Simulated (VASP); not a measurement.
Input of a VASP 6.6.1 run:

File POSCAR:

```
TiC
1.0
    0.0000000000      2.1657188437      2.1657188437
    2.1657188437      0.0000000000      2.1657188437
    2.1657188437      2.1657188437      0.0000000000
Ti C
1 1
Direct
    0.0000000000      0.0000000000      0.0000000000
    0.5000000000      0.5000000000      0.5000000000
```

INCAR.step1

```
  PREC = Accurate
  ENCUT = 600
  ISMEAR = 0
  SIGMA = 0.1
  LREAL = False
  LASPH = True
  NELM = 80
  GGA = PE
  ALGO = Normal
  EDIFF = 1E-4
  LWAVE = True
  LCHARG = False
```

File INCAR.step2:

```
  PREC = Accurate
  ENCUT = 600
  EDIFF = 1E-6
  ISMEAR = 0
  SIGMA = 0.1
  LREAL = False
  LASPH = True
  NELM = 80
  ALGO = Normal
  ISIF = 3
  LWAVE = False
  LCHARG = False
  METAGGA = R2SCAN
  LMIXTAU = True
  IBRION = 2
  NSW = 100
  EDIFFG = -0.005
  ISTART = 1
```

KPOINTS

```
regular mesh
0
Gamma
  16 16 16
```

Potentials or basis: VASP PAW PBE potentials, release 64 (Ti_sv, C).

Launch:

```console
$ cat potpaw_PBE.64/Ti_sv/POTCAR potpaw_PBE.64/C/POTCAR > POTCAR
$ cp INCAR.step1 INCAR
$ mpirun -np 1 vasp_std > vasp.out
$ cp INCAR.step2 INCAR
$ mpirun -np 1 vasp_std > vasp.out
```

What does it give for the band gap on the k mesh?

Zero (bands 8 and 9 overlap by 1.32 eV).

Predict the relaxed volume.

10.16 Å³/atom.

Final structure:
```
Ti C
1.0
     0.00000    2.16621    2.16621
     2.16621    0.00000    2.16621
     2.16621    2.16621    0.00000
Ti C
1 1
Direct
  0.00000 0.00000 0.00000
  0.50000 0.50000 0.50000
```

Caveat: the PAW data sets were made with another functional, which shifts forces and pressure a little.
